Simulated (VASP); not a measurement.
MnS3: single point with PBE

MnS3:

```
Mn S
1.0
     4.20651    0.00000    0.00000
     0.00000    4.20651    0.00000
     0.00000    0.00000    4.20651
Mn S
1 3
Direct
  0.00000 0.00000 0.00000
  0.00000 0.50000 0.50000
  0.50000 0.00000 0.50000
  0.50000 0.50000 0.00000
```

```
Program                : VASP 6.6.1
Task                   : single point
Functional             : PBE
Potentials or basis    : VASP PAW PBE potentials, release 64 (Mn_pv, S)
Cutoff                 : 520 eV
k mesh                 : 4 × 4 × 4
Occupations            : gaussian, width 0.1 eV
Spin                   : collinear spin, ferromagnetic start
Starting moments       : [4.0, 0.0, 0.0, 0.0] μB
Dipole correction      : no
Further INCAR settings : ALGO = Normal; EDIFF = 1e-07; NBANDS = 28
```

The pressure is -6.4 GPa and the net moment is 4.23 μB per cell. The site moments are Mn +4.31; S -0.08 μB. The valence electrons inside the program's atomic spheres are Mn 11.16; S 3.53.

Levels at points of the mesh, in eV from the Fermi level:
Spin up:
| k point | band 15 | band 16 | band 17 | band 18 | band 19 | band 20 | band 21 | band 22 |
| --- | --- | --- | --- | --- | --- | --- | --- | --- |
| (0.00, 0.00, 0.00) | -1.02 | -1.02 | -1.02 | -0.09 | 0.77 | 0.77 | 0.77 | 6.66 |
| (0.50, 0.00, 0.00) | -2.21 | -2.21 | -1.90 | -0.82 | 0.58 | 0.58 | 3.92 | 4.24 |
| (0.50, 0.50, 0.00) | -2.64 | -2.40 | -1.02 | -1.02 | 1.04 | 1.35 | 3.39 | 4.11 |
| (0.50, 0.50, 0.50) | -2.88 | -0.84 | 1.16 | 1.16 | 1.20 | 1.20 | 1.20 | 9.32 |
Spin down:
| k point | band 11 | band 12 | band 13 | band 14 | band 15 | band 16 |
| --- | --- | --- | --- | --- | --- | --- |
| (0.00, 0.00, 0.00) | -1.22 | -1.22 | 0.66 | 0.66 | 0.75 | 0.75 |
| (0.50, 0.00, 0.00) | -2.75 | -2.75 | -1.88 | -0.06 | -0.06 | 0.84 |
| (0.50, 0.50, 0.00) | -2.71 | -2.71 | -2.36 | 0.24 | 1.02 | 1.07 |
| (0.50, 0.50, 0.50) | 0.35 | 0.97 | 0.97 | 0.97 | 1.17 | 1.17 |

Run time: 33 s on 1 thread of Intel(R) Xeon(R) 6975P-C (Granite Rapids) (shared host), peak memory 0.21 GiB.

Caveat: the k points lie up to 0.37 Å⁻¹ apart; a cell with one magnetic atom can't hold antiferromagnetic order, which such compounds often take; semilocal functionals often make such compounds metallic where correlation or magnetic order opens a gap, which also shifts bond lengths. With open d or f shells a metallic result of PBE can be an artefact of self-interaction; +U or a hybrid may open a gap.
